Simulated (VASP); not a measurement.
Here is a VASP 6.6.1 calculation.

The input POSCAR:

```
Mn
1.0
   -1.3984523333      1.3984523333      1.3984523333
    1.3984523333     -1.3984523333      1.3984523333
    1.3984523333      1.3984523333     -1.3984523333
Mn
1
Direct
    0.0000000000      0.0000000000      0.0000000000
```

INCAR.step1

```
SYSTEM = Mn
ALGO = Normal
EDIFF = 1E-4
ENCUT = 520
GGA = PE
ISMEAR = -1
LASPH = .TRUE.
LCHARG = .FALSE.
LREAL = .FALSE.
LWAVE = .TRUE.
NBANDS = 12
NELM = 60
PREC = Accurate
SIGMA = 0.1
```

File INCAR.step2:

```
SYSTEM = Mn
ALGO = Normal
EDIFF = 1E-7
ENCUT = 520
ISIF = 2
ISMEAR = -1
ISTART = 1
LASPH = .TRUE.
LCHARG = .FALSE.
LMIXTAU = .TRUE.
LREAL = .FALSE.
LWAVE = .FALSE.
METAGGA = R2SCAN
NBANDS = 12
NELM = 60
PREC = Accurate
SIGMA = 0.1
```

KPOINTS

```
k-points
0
G
  18 18 18
  0 0 0
```

Potentials or basis: VASP PAW PBE potentials, release 64 (Mn_pv).

Launch:

```console
$ cat potpaw_PBE.64/Mn_pv/POTCAR > POTCAR
$ cp INCAR.step1 INCAR
$ mpirun -np 1 vasp_std > vasp.out
$ cp INCAR.step2 INCAR
$ mpirun -np 1 vasp_std > vasp.out
```

(1) Estimate the band gap on the k mesh.

(2) Predict the pressure.

## Answers

(1) zero (an odd number of electrons rules out a gap without spin polarisation).

(2) -10.6 GPa.

Caveat: the cell stands under tension; the PAW data sets were made with another functional, which shifts forces and pressure a little; the run has no spin polarisation, though such a crystal can be magnetic.
